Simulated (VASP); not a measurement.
Runs of VASP 6.6.1 on KBr. The structure is that of space group Fm-3m (No. 225), or close to it. The cells are those of the table. 

| cell | k mesh | smearing | gap on the mesh (eV) | pressure (GPa) |
| --- | --- | --- | --- | --- |
| a = 4.737 Å, angles 60.0°, 2 atoms | 6 × 6 × 6 | gaussian 0.02 eV | (b) | 0.1 |
| a = 4.738 Å, angles 60.0°, 2 atoms | 6 × 6 × 6 | gaussian 0.02 eV | 4.31 | 0.1 |
| a = 4.701 Å, angles 119.9, 119.9, 90.1°, 2 atoms | 4 × 4 × 4 | gaussian 0.15 eV | 4.37 | 0.4 |
| a = 4.692 Å, angles 61.7°, 2 atoms | 4 × 4 × 4 | gaussian 0.15 eV | 4.24 | 0.0 |
| a = 4.728 Å, angles 119.8, 90.7, 119.4°, 2 atoms | 4 × 4 × 4 | gaussian 0.15 eV | 4.31 | 0.1 |
| a = 4.697 Å, angles 119.1, 91.0, 119.7°, 2 atoms | 4 × 4 × 4 | gaussian 0.15 eV | 4.35 | (a) |

Alike in all rows: task single point; level PBE; potentials or basis VASP PAW PBE potentials, release 64 (K_sv, Br); no spin polarisation; cutoff (eV) 500.

Q: Fill in the values left out.

A: (a) 0.3; (b) 4.32.

Caveats: some runs use coarse meshes.

A k mesh can miss the band edges, and the runs leave out spin-orbit coupling on Br.
